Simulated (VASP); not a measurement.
# K3ScZn4F12 (a cell with a defect) in VASP: notebook

K3ScZn4F12 (a cell with a defect) is run at these levels: PBEsol, PBEsol+D3(BJ); tasks: single point.

Everything below comes from runs of VASP 6.6.1. Logs are shortened: lines on timing, memory, paths and dates and some standing lists are left out, and cuts for length are marked.

## Step 1: The cell of the first run

The cell holds a defect, 20 atoms: a = 8.105 Å, b = 8.105 Å, c = 4.052 Å, α = 90.00°, β = 90.00°, γ = 90.00°.

## Step 2: Single point, PBEsol, collinear spin

Contents of INCAR:

```
PREC = Accurate
ENCUT = 520
EDIFF = 1E-6
ISMEAR = -1
SIGMA = 0.05
LREAL = F
LASPH = T
NELM = 200
ALGO = Normal
ISIF = 2
LWAVE = F
LCHARG = T
ISPIN = 2
MAGMOM = 0.4 0.4 0.4 0.4 0.4 0.4 0.4 0.4 0.4 0.4 0.4 0.4 0.4 0.4 0.4 0.4 0.4 0.4 0.4 0.4
LORBIT = 11
LMAXMIX = 4
GGA = PS
LELF = T
LVHAR = T
NELECT = 168.0
NBANDS = 105
GGA_COMPAT = F
```

Contents of KPOINTS:

```
Automatic mesh
0
Gamma
  2 2 2
  0.5 0.5 0.5
```

Contents of POSCAR:

```
K3ScZn4F12
1.0
    8.1045260000      0.0000000000      0.0000000000
    0.0000000000      8.1045260000      0.0000000000
    0.0000000000      0.0000000000      4.0522630000
K Sc Zn F
3 1 4 12
Direct
    0.0049040000      0.9866000000      0.9830340000
    0.0124490000      0.5049620000      0.9911950000
    0.4802660000      0.9964690000      0.0017770000
    0.4852730000      0.4920660000      0.9591230000
    0.2643430000      0.2515810000      0.4604590000
    0.2538860000      0.7565080000      0.5225960000
    0.7546160000      0.2449220000      0.5178190000
    0.7306680000      0.7495700000      0.5269440000
    0.2638290000      0.2315770000      0.0476680000
    0.2387600000      0.7421620000      0.0045550000
    0.7568500000      0.2332460000      0.9987250000
    0.7420680000      0.7643100000      0.9840170000
    0.0122370000      0.2463900000      0.4938810000
    0.0029500000      0.7490140000      0.5521050000
    0.5159810000      0.2495750000      0.4523090000
    0.4979030000      0.7750780000      0.4983950000
    0.2397100000      0.0024650000      0.4572510000
    0.2640520000      0.4973050000      0.5427570000
    0.7680020000      0.9989630000      0.4922250000
    0.7604410000      0.5104600000      0.5308320000
```

Potentials or basis: VASP PAW PBE potentials, release 64 (K_sv, Sc_sv, Zn, F).

Launch:

```console
$ cat potpaw_PBE.64/K_sv/POTCAR potpaw_PBE.64/Sc_sv/POTCAR potpaw_PBE.64/Zn/POTCAR potpaw_PBE.64/F/POTCAR > POTCAR
$ mpirun -np 1 vasp_std > vasp.out
```

OUTCAR:

```text
PREC = Accurate
   ENCUT = 520
   EDIFF = 1E-6
   ISMEAR = -1
   LREAL = F
   LASPH = T
   NELM = 200
   ISIF = 2
   ISPIN = 2
   LORBIT = 11
   GGA = PS
   NELECT = 168.0

 ion  position               nearest neighbor table
   1  0.005  0.987  0.983-  14 2.60  17 2.71  10 2.74  19 2.77  12 2.79  19 2.82  11 2.84   6 3.32

   2  0.012  0.505  0.991-  10 2.66  14 2.66  18 2.73  20 2.77   6 3.40
   3  0.480  0.996  0.002-   9 2.60  17 2.69  16 2.70  16 2.72  15 2.76  12 2.84  10 2.84   5 3.29
                             6 3.30   6 3.41
   4  0.485  0.492  0.959-  18 2.46
   5  0.264  0.252  0.460-   9 1.68  18 2.02  17 2.03  15 2.04  13 2.05   9 2.39   3 3.29
   6  0.254  0.757  0.523-  10 1.96  16 1.99  17 2.01  14 2.04  18 2.10  10 2.11   3 3.30   1 3.32
                             2 3.40   3 3.41
   7  0.755  0.245  0.518-  11 1.95  15 1.95  19 2.00  13 2.09  11 2.11  20 2.15
   8  0.731  0.750  0.527-  12 1.86  16 1.90  20 1.95  19 2.05  12 2.21  14 2.21
   9  0.264  0.232  0.048-   5 1.68   5 2.39   3 2.60
  10  0.239  0.742  0.005-   6 1.96   6 2.11   2 2.66   1 2.74   3 2.84
  11  0.757  0.233  0.999-   7 1.95   7 2.11   1 2.84
  12  0.742  0.764  0.984-   8 1.86   8 2.21   1 2.79   3 2.84
  13  0.012  0.246  0.494-   5 2.05   7 2.09
  14  0.003  0.749  0.552-   6 2.04   8 2.21   1 2.60   2 2.66
  15  0.516  0.250  0.452-   7 1.95   5 2.04   3 2.76
  16  0.498  0.775  0.498-   8 1.90   6 1.99   3 2.70   3 2.72
  17  0.240  0.002  0.457-   6 2.01   5 2.03   3 2.69   1 2.71
  18  0.264  0.497  0.543-   5 2.02   6 2.10   4 2.46   2 2.73
  19  0.768  0.999  0.492-   7 2.00   8 2.05   1 2.77   1 2.82
  20  0.760  0.510  0.531-   8 1.95   7 2.15   2 2.77

  LATTYP: Found a simple tetragonal cell.
 ALAT       =     8.1045260000
 C/A-ratio  =     0.5000000000

  Lattice vectors:

 A1 = (   8.1045260000,   0.0000000000,   0.0000000000)
 A2 = (   0.0000000000,   8.1045260000,   0.0000000000)
 A3 = (   0.0000000000,   0.0000000000,   4.0522630000)

Analysis of symmetry for initial positions (statically):
=====================================================================
 Subroutine PRICEL returns:
 Original cell was already a primitive cell.

 Routine SETGRP: Setting up the symmetry group for a
 simple tetragonal supercell.

 Subroutine GETGRP returns: Found  1 space group operations
 (whereof  1 operations were pure point group operations)
 out of a pool of 16 trial point group operations.

The static configuration has the point symmetry C_1 .

Analysis of symmetry for dynamics (positions and initial velocities):
=====================================================================
 Subroutine PRICEL returns:
 Original cell was already a primitive cell.

 Routine SETGRP: Setting up the symmetry group for a
 simple tetragonal supercell.

 Subroutine GETGRP returns: Found  1 space group operations
 (whereof  1 operations were pure point group operations)
 out of a pool of 16 trial point group operations.

The dynamic configuration has the point symmetry C_1 .

Analysis of structural, dynamic, and magnetic symmetry:
=====================================================================
 Subroutine PRICEL returns:
 Original cell was already a primitive cell.

 Routine SETGRP: Setting up the symmetry group for a
 simple tetragonal supercell.

 Subroutine GETGRP returns: Found  1 space group operations
 (whereof  1 operations were pure point group operations)
 out of a pool of 16 trial point group operations.

The overall configuration has the point symmetry C_1 .

 Subroutine INISYM returns: Found  1 space group operations
 (whereof  1 operations are pure point group operations),
 and found     1 'primitive' translations

----------------------------------------------------------------------------------------

                                     Primitive cell

  volume of cell :     266.1662

  direct lattice vectors                    reciprocal lattice vectors
     8.104526000  0.000000000  0.000000000     0.123387845  0.000000000  0.000000000
     0.000000000  8.104526000  0.000000000     0.000000000  0.123387845  0.000000000
     0.000000000  0.000000000  4.052263000     0.000000000  0.000000000  0.246775691

  length of vectors
     8.104526000  8.104526000  4.052263000     0.123387845  0.123387845  0.246775691

  position of ions in fractional coordinates (direct lattice)
     0.004904000  0.986600000  0.983034000
     0.012449000  0.504962000  0.991195000
     0.480266000  0.996469000  0.001777000
     0.485273000  0.492066000  0.959123000
     0.264343000  0.251581000  0.460459000
     0.253886000  0.756508000  0.522596000
[... 12 lines left out ...]
     0.768002000  0.998963000  0.492225000
     0.760441000  0.510460000  0.530832000

  ion indices of the primitive-cell ions
   primitive index   ion index
[... 35 lines left out ...]

  Length of vectors
     0.061693923  0.061693923  0.123387845

  Shift w.r.t. Gamma in fractional coordinates (k-lattice)
     0.500000000  0.500000000  0.500000000

 Subroutine IBZKPT returns following result:
 ===========================================

 Found      4 irreducible k-points:

 Following reciprocal coordinates:
            Coordinates               Weight
  0.250000  0.250000  0.250000      2.000000
 -0.250000  0.250000  0.250000      2.000000
 -0.250000 -0.250000  0.250000      2.000000
  0.250000 -0.250000  0.250000      2.000000
   k-points           NKPTS =      4   k-points in BZ     NKDIM =      4   number of bands    NBANDS=    105
   number of dos      NEDOS =    301   number of ions     NIONS =     20
   total plane-waves  NPLWV = 108000
   dimension x,y,z NGX =    60 NGY =   60 NGZ =   30
   dimension x,y,z NGXF=   120 NGYF=  120 NGZF=   60
   ions per type =               3   1   4  12
   NGX,Y,Z   is equivalent  to a cutoff of  12.31, 12.31, 12.31 a.u.
   NGXF,Y,Z  is equivalent  to a cutoff of  24.62, 24.62, 24.62 a.u.
 SYSTEM =  unknown system
   PREC   = accura    normal or accurate (medium, high low for compatibility)
   ISTART =      0    job   : 0-new  1-cont  2-samecut
   ICHARG =      2    charge: 1-file 2-atom 10-const
   ISPIN  =      2    spin polarized calculation?
   LNONCOLLINEAR =      F non collinear calculations
   LSORBIT =      F    spin-orbit coupling
   LASPH  =      T    aspherical Exc in radial PAW
   ENCUT  =  520.0 eV  38.22 Ry    6.18 a.u.  15.07 15.07  7.53*2*pi/ulx,y,z
   NELM   =    200;   NELMIN=  2; NELMDL= -5     # of ELM steps
   EDIFF  = 0.1E-05   stopping-criterion for ELM
   LREAL  =      F    real-space projection
   EDIFFG = 0.1E-04   stopping-criterion for IOM
   NSW    =      0    number of steps for IOM
   IBRION =     -1    ionic relax: 0-MD 1-quasi-New 2-CG
   NFREE  =      0    steps in history (QN), initial steepest desc. (CG)
   ISIF   =      2    stress and relaxation
   ISYM   =      2    0-nonsym 1-usesym 2-fastsym
   POTIM  = 0.5000    time-step for ionic-motion
   TEBEG  =    0.0;   TEEND  =   0.0 temperature during run
   PSTRESS=    0.0 pullay stress
   NELECT =     168.0000    total number of electrons
   NUPDOWN=      -1.0000    fix difference up-down
   EMIN   =  10.00;   EMAX   =-10.00  energy-range for DOS
   EFERMI =   0.00;   METHOD = LEGACY
   ISMEAR =    -1;   SIGMA  =   0.05  broadening in eV -4-tet -1-fermi 0-gaus
   EFERMI_NEDOS =   21; number of points for ismear=-14 and -15
   IALGO  =     38    algorithm
   IMIX   =      4    mixing-type and parameters
     AMIX     =   0.40;   BMIX     =  1.00
     AMIX_MAG =   1.60;   BMIX_MAG =  1.00
  volume/ion in A,a.u.               =      13.31        89.81
  Fermi-wavevector in a.u.,A,eV,Ry     =   1.404301  2.653745 26.831535  1.972062
  Thomas-Fermi vector in A             =   2.526877
   LORBIT       =     11    0 simple, 1 ext, 2 COOP (PROOUT), +10 PAW based schemes
   GGA     = PS    functional components
   LHFCALC =     F    Hartree Fock is set to
   AEXX    =    0.0000 exact exchange contribution
   IVDW    =     0    specifies the selected vdW correction
   LEPSILON=     F    determine dielectric tensor
   LRPA    =     F    only Hartree local field effects (RPA)
 spin polarized calculation
  energy-cutoff  :      520.00
  volume of cell :      266.17
 maximum number of plane-waves:      7166
   NGX = 31   NGY = 31   NGZ = 15

 number of electron     167.9999960 magnetization      -0.0374323

 number of electron     167.9999960 magnetization       0.0048145

 Free energy of the ion-electron system (eV)
  ---------------------------------------------------
  ext. energy  EPLUGINS =         0.00000000
  ---------------------------------------------------
  free energy    TOTEN  =       -88.63938255 eV

  energy without entropy =      -88.60715661  energy(sigma->0) =      -88.62326958

 E-fermi :  -0.5477     XC(G=0): -10.0642

 val. band max:       -0.7044160484   @ k =   0.2500   0.2500   0.2500
 cond. band min:      -0.3787857511   @ k =   0.2500   0.2500   0.2500
 fundamental gap:      0.3256302973
 Fermi energy:        -0.5476668252

 spin component 1

 k-point     1 :       0.2500    0.2500    0.2500
  band No.  band energies     occupation
      1     -53.1216      1.00000
      2     -31.6866      1.00000
      3     -31.6554      1.00000
      4     -31.6408      1.00000
      5     -26.7794      1.00000
      6     -26.6173      1.00000
[... 385 lines left out ...]
     95       7.3218      0.00000
     96       7.9362      0.00000
 Fermi energy:        -0.5476668252

 spin component 2

 k-point     1 :       0.2500    0.2500    0.2500
  band No.  band energies     occupation
      1     -53.1162      1.00000
      2     -31.6783      1.00000
      3     -31.6513      1.00000
      4     -31.6369      1.00000
      5     -26.7793      1.00000
      6     -26.6172      1.00000
[... 385 lines left out ...]
     95       7.3245      0.00000
     96       7.9369      0.00000
 [bands above 96 left out]

------------------------ aborting loop because EDIFF is reached ----------------------------------------

  FORCE on cell =-STRESS in cart. coord.  units (eV):
  Direction    XX          YY          ZZ          XY          YZ          ZX
  --------------------------------------------------------------------------------------
  -------------------------------------------------------------------------------------
  Total      -16.8700831    -16.1526888     -2.8337783     -0.6758113      2.0012595      0.1580003
  in kB     -101.5488339    -97.2305058    -17.0578224     -4.0680211     12.0465065      0.9510768
  external PRESSURE =     -71.9457207 kB  Pullay stress =       0.0000000 kB

 VOLUME and BASIS-vectors are now :
 -----------------------------------------------------------------------------
  energy-cutoff  :      520.00
  volume of cell :      266.17
      direct lattice vectors                 reciprocal lattice vectors
     8.104526000  0.000000000  0.000000000     0.123387845  0.000000000  0.000000000
     0.000000000  8.104526000  0.000000000     0.000000000  0.123387845  0.000000000
     0.000000000  0.000000000  4.052263000     0.000000000  0.000000000  0.246775691

 POSITION                                       TOTAL-FORCE (eV/Angst)
 -----------------------------------------------------------------------------------
      0.03974      7.99593      3.98351        -0.329087      0.299502      0.179724
      0.10089      4.09248      4.01658        -0.578458     -0.149329      0.188365
      3.89233      8.07591      0.00720         0.559400     -0.030071     -0.067878
      3.93291      3.98796      3.88662        -0.058393     -0.324855     -0.704457
      2.14237      2.03894      1.86590        -2.067033     -1.261215      5.227064
      2.05763      6.13114      2.11770        -1.910039      1.300929     -0.717238
[... 12 lines left out ...]
      6.22429      8.09612      1.99463        -0.490948     -0.165375     -0.016646
      6.16301      4.13704      2.15107        -1.691728     -0.934399      0.125965
 -----------------------------------------------------------------------------------
    total drift:                               -0.006650     -0.003670     -0.006655

  FREE ENERGIE OF THE ION-ELECTRON SYSTEM (eV)
  ---------------------------------------------------
  free  energy   TOTEN  =       -88.6393825506 eV

  energy  without entropy=      -88.6071566099  energy(sigma->0) =      -88.62326958

 total charge

# of ion       s       p       d       tot
------------------------------------------
    1        1.952   5.569   0.022   7.543
    2        1.952   5.565   0.021   7.537
    3        1.953   5.568   0.024   7.545
    4        2.072   6.000   0.547   8.619
    5        0.394   0.481   9.988  10.863
    6        0.347   0.375   9.934  10.655
[... 12 lines left out ...]
   19        1.731   4.324   0.000   6.055
   20        1.737   4.284   0.000   6.021
--------------------------------------------------
tot         30.180  76.079  40.415 146.675

 magnetization (x)

# of ion       s       p       d       tot
------------------------------------------
    1        0.000  -0.000   0.000  -0.000
    2       -0.000  -0.000   0.000  -0.000
    3       -0.000  -0.000   0.000  -0.000
    4        0.000   0.000   0.006   0.006
    5        0.000   0.000  -0.000  -0.000
    6        0.000   0.000  -0.000  -0.000
[... 12 lines left out ...]
   19       -0.000  -0.000   0.000  -0.000
   20        0.000  -0.000   0.000  -0.000
--------------------------------------------------
tot          0.000  -0.001   0.006   0.005
```

Run time: 9.4 min. Hardware: 1 thread of Intel Xeon Platinum 8559C (Emerald Rapids), shared host; peak memory 0.48 GiB.

Results:

```yaml
Free_energy: -88.6394 eV
Largest_force: 6.435 eV/Å
Net_moment: 0.00 μB per cell
Valence_electrons_inside_the_program's_atomic_spheres: K 7.54; Sc 8.62; Zn 10.86, 10.65, 10.63, 10.72; F 6.09, 6.04, 6.03, 6.05, 6.06, 6.02 (each value once)
```

Forces on the atoms (eV/Å):
```
K   -0.329  0.300  0.180
K   -0.578 -0.149  0.188
K    0.559 -0.030 -0.068
Sc  -0.058 -0.325 -0.704
Zn  -2.067 -1.261  5.227
Zn  -1.910  1.301 -0.717
Zn   2.195 -0.992 -0.590
Zn   2.680  1.653 -1.574
F    1.002  1.298 -6.223
F    1.461 -1.110  0.668
F   -0.928  1.131  0.336
F   -0.956 -1.016  1.915
F   -0.068  0.587  0.179
F    0.222 -0.438 -0.523
F   -0.714  1.734  0.332
F   -1.007 -1.365  0.014
F    0.560 -0.312  0.604
F    2.119  0.094  0.647
F   -0.491 -0.165 -0.017
F   -1.692 -0.934  0.126
```

Caveat: the k points lie up to 0.78 Å⁻¹ apart; the cell carries a net charge on a neutralising background, which shifts energy and pressure; the cell is charged against a uniform background, so pressure and absolute levels hang on convention; the PAW data sets were made with another functional, which shifts forces and pressure a little.

## Step 3: Single point, PBEsol+D3(BJ), collinear spin

Contents of INCAR:

```
SYSTEM = K3ScZn4F12
  ALGO = Normal
  EDIFF = 1E-6
  ENCUT = 520
  GGA = PS
  GGA_COMPAT = .FALSE.
  ISIF = 2
  ISMEAR = -1
  ISPIN = 2
  IVDW = 12
  LASPH = .TRUE.
  LCHARG = .FALSE.
  LMAXMIX = 4
  LORBIT = 11
  LREAL = .FALSE.
  LWAVE = .FALSE.
  MAGMOM = 0.05 0.05 0.05 0.05 0.05 0.05 0.05 0.05 0.05 0.05 0.05 0.05 0.05 0.05 0.05 0.05 0.05 0.05 0.05 0.05
  NBANDS = 105
  NELECT = 168.0
  NELM = 200
  PREC = Accurate
  SIGMA = 0.05
```

KPOINTS is that of step 2.

POSCAR is that of step 2.

Potentials or basis: VASP PAW PBE potentials, release 64 (K_sv, Sc_sv, Zn, F).

Launch:

```console
$ cat potpaw_PBE.64/K_sv/POTCAR potpaw_PBE.64/Sc_sv/POTCAR potpaw_PBE.64/Zn/POTCAR potpaw_PBE.64/F/POTCAR > POTCAR
$ mpirun -np 1 vasp_std > vasp.out
```

OUTCAR:

```text
SYSTEM = K3ScZn4F12
   EDIFF = 1E-6
   ENCUT = 520
   GGA = PS
   ISIF = 2
   ISMEAR = -1
   ISPIN = 2
   IVDW = 12
   LASPH = .TRUE.
   LORBIT = 11
   LREAL = .FALSE.
   NELECT = 168.0
   NELM = 200
   PREC = Accurate
 IVDW          = 12

 ion  position               nearest neighbor table
   1  0.005  0.987  0.983-  14 2.60  17 2.71  10 2.74  19 2.77  12 2.79  19 2.82  11 2.84   6 3.32

[... 1066 lines left out ...]
      0.03974      7.99593      3.98351        -0.237494      0.310583      0.191478
      0.10089      4.09248      4.01658        -0.524941     -0.170006      0.195693
      3.89233      8.07591      0.00720         0.484703     -0.016745     -0.077130
      3.93291      3.98796      3.88662        -0.100092     -0.303294     -0.667289
      2.14237      2.03894      1.86590        -2.044900     -1.236723      5.217203
      2.05763      6.13114      2.11770        -1.889123      1.299288     -0.712701
[... 12 lines left out ...]
      6.22429      8.09612      1.99463        -0.466604     -0.202441     -0.014542
      6.16301      4.13704      2.15107        -1.668305     -0.897452      0.111071
 -----------------------------------------------------------------------------------
    total drift:                                0.166242      0.038062      0.072202

  FREE ENERGIE OF THE ION-ELECTRON SYSTEM (eV)
  ---------------------------------------------------
  free  energy   TOTEN  =       -91.4359464582 eV

  energy  without entropy=      -91.3367436978  energy(sigma->0) =      -91.38634508

 total charge

# of ion       s       p       d       tot
------------------------------------------
    1        1.952   5.569   0.022   7.543
    2        1.952   5.564   0.021   7.537
    3        1.953   5.568   0.024   7.545
    4        2.073   6.000   0.854   8.927
    5        0.394   0.480   9.978  10.851
    6        0.347   0.374   9.918  10.638
[... 12 lines left out ...]
   19        1.730   4.247   0.000   5.977
   20        1.737   4.272   0.000   6.008
--------------------------------------------------
tot         30.179  75.893  40.594 146.666

 magnetization (x)

# of ion       s       p       d       tot
------------------------------------------
    1        0.000   0.000   0.000   0.000
    2        0.000   0.000   0.000   0.000
    3        0.000   0.000   0.000   0.000
    4        0.000   0.000  -0.069  -0.068
    5        0.000  -0.000  -0.008  -0.008
    6        0.000  -0.000  -0.011  -0.011
[... 12 lines left out ...]
   19       -0.000  -0.064   0.000  -0.064
   20       -0.000  -0.016   0.000  -0.016
--------------------------------------------------
tot          0.001  -0.171  -0.166  -0.335
```

It took 65 min on 1 thread of Intel Xeon Platinum 8488C (Sapphire Rapids), shared host; peak memory 0.5 GiB.

Results:

* Free energy: -91.4359 eV
* Largest force: 6.429 eV/Å
* Net moment: -0.21 μB per cell
* Site moments: K +0.00; Sc -0.07; Zn -0.01, -0.03, -0.04 (each value once); F -0.00, -0.01, -0.02, -0.03, -0.06 (each value once) μB
* Valence electrons inside the program's atomic spheres: K 7.54; Sc 8.93; Zn 10.85, 10.64, 10.58, 10.66; F 6.09, 6.04, 6.03, 6.02, 6.01, 6.05, 5.98 (each value once)
* Dispersion energy per atom: -0.140 eV

Forces on the atoms (eV/Å):
```
K   -0.237  0.311  0.191
K   -0.525 -0.170  0.196
K    0.485 -0.017 -0.077
Sc  -0.100 -0.303 -0.667
Zn  -2.045 -1.237  5.217
Zn  -1.889  1.299 -0.713
Zn   2.211 -1.003 -0.599
Zn   2.730  1.662 -1.564
F    0.996  1.299 -6.217
F    1.438 -1.113  0.654
F   -0.934  1.125  0.334
F   -0.961 -1.013  1.900
F   -0.133  0.538  0.169
F    0.156 -0.407 -0.528
F   -0.688  1.701  0.320
F   -0.995 -1.346  0.019
F    0.535 -0.318  0.600
F    2.090  0.093  0.668
F   -0.467 -0.202 -0.015
F   -1.668 -0.897  0.111
```

Caveat: the k points lie up to 0.78 Å⁻¹ apart; the cell carries a net charge on a neutralising background, which shifts energy and pressure; the cell is charged against a uniform background, so pressure and absolute levels hang on convention; three body term missing; the PAW data sets were made with another functional, which shifts forces and pressure a little.
